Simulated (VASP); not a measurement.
Wanted: the native input for a VASP 6.6.1 run.

- Task: single point
- Functional: PBEsol
- Potentials or basis: VASP PAW PBE potentials, release 64 (Ag)
- Cutoff: 520 eV
- k mesh: 13 × 13 × 7
- Occupations: fermi-dirac, width 0.04 eV
- Spin: no spin polarisation
- Dipole correction: no
- k mesh for the DOS: 20 × 20 × 11
- Occupations for the DOS: tetrahedron
- Further INCAR settings: ALGO = Normal; EDIFF = 1e-06; NBANDS = 18

Crystal: Ag.

```
Ag
1.0
     1.51210    2.61903    0.00000
    -1.51210    2.61903    0.00000
     0.00000    0.00000    4.83375
Ag
2
Direct
  0.33330 0.33340 0.25000
  0.66660 0.66670 0.75000
```

This isn't the form of Ag at room conditions, which is fcc.

The input as run:

POSCAR

```
Ag
1.0
    1.5120960000      2.6190260000      0.0000000000
   -1.5120960000      2.6190260000      0.0000000000
    0.0000000000      0.0000000000      4.8337450000
Ag
2
Direct
    0.3333000000      0.3334000000      0.2500000000
    0.6666000000      0.6667000000      0.7500000000
```

INCAR.step1

```
  PREC = Accurate
  ENCUT = 520
  EDIFF = 1E-6
  ISMEAR = -1
  SIGMA = 0.04
  LREAL = False
  LASPH = True
  NELM = 100
  ALGO = Normal
  ISIF = 2
  LWAVE = False
  LCHARG = True
  LMAXMIX = 4
  GGA = PS
  NBANDS = 18
```

KPOINTS.step1

```
Automatic mesh
0
Gamma
  13 13 7
```

INCAR.step2

```
  PREC = Accurate
  ENCUT = 520
  EDIFF = 1E-6
  ISMEAR = -5
  SIGMA = 0.04
  LREAL = False
  LASPH = True
  NELM = 100
  ALGO = Normal
  ISIF = 2
  LWAVE = False
  LCHARG = False
  LMAXMIX = 4
  GGA = PS
  LORBIT = 11
  NBANDS = 18
  NEDOS = 1001
  ICHARG = 11
```

KPOINTS.step2

```
Automatic mesh
0
Gamma
  20 20 11
```

Potentials or basis: VASP PAW PBE potentials, release 64 (Ag).

Launch:

```console
$ cat potpaw_PBE.64/Ag/POTCAR > POTCAR
$ cp INCAR.step1 INCAR
$ cp KPOINTS.step1 KPOINTS
$ mpirun -np 1 vasp_std > vasp.out
$ cp INCAR.step2 INCAR
$ cp KPOINTS.step2 KPOINTS
$ mpirun -np 1 vasp_std > vasp.out
```

Results of the run:

```yaml
Valence_electrons_inside_the_program's_atomic_spheres: Ag 9.77
```

Run time: 5.6 min on 1 thread of Intel Xeon 8259CL (shared host), peak memory 0.47 GiB.
